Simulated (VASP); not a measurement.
# SiC: single point with PBE

Crystal: SiC.

```
Si C
1.0
     0.00000    2.24339    2.13444
     2.24339    0.00000    2.13444
     2.24339    2.24339    0.00000
Si C
1 1
Direct
  0.00000 0.00000 0.00000
  0.25000 0.25000 0.25000
```

This cell differs from its parent crystal: epitaxial xy strain +3.0%.

* Program: VASP 6.6.1
* Task: single point
* Functional: PBE
* Potentials or basis: VASP PAW PBE potentials, release 64 (Si, C)
* Cutoff: 520 eV
* k mesh: 10 × 10 × 10
* Occupations: fermi-dirac, width 0.02 eV
* Spin: no spin polarisation

```
Pressure               : -4.8 GPa
Band gap on the k mesh : 0.90 eV, indirect (least direct gap 4.44 eV)
```

Stress tensor (GPa, compression positive):
```
-8.64  0.00  0.00
 0.00 -8.64  0.00
 0.00  0.00  2.85
```

Levels at points of the mesh, in eV from the valence-band top:
| k point | band 1 | band 2 | band 3 | band 4 | band 5 | band 6 | band 7 | band 8 |
| --- | --- | --- | --- | --- | --- | --- | --- | --- |
| (0.00, 0.00, 0.00) | -15.32 | -0.31 | -0.31 | 0.00 | 5.57 | 6.75 | 6.90 | 6.90 |
| (0.50, 0.00, 0.00) | -11.89 | -8.54 | -1.53 | -0.98 | 4.72 | 6.52 | 7.39 | 9.67 |
| (0.50, 0.50, 0.00) | -10.23 | -7.48 | -3.66 | -3.66 | 0.90 | 3.42 | 13.25 | 13.25 |
| (0.50, 0.00, 0.50) | -10.60 | -8.09 | -3.18 | -3.10 | 1.34 | 4.27 | 12.70 | 13.75 |

Wall time 28 s on 1 thread of AMD EPYC 7R13, with other jobs on the host, peak memory 0.12 GiB.

Caveat: the cell differs from its parent crystal (epitaxial xy strain +3.0%). A k mesh can miss the band edges.
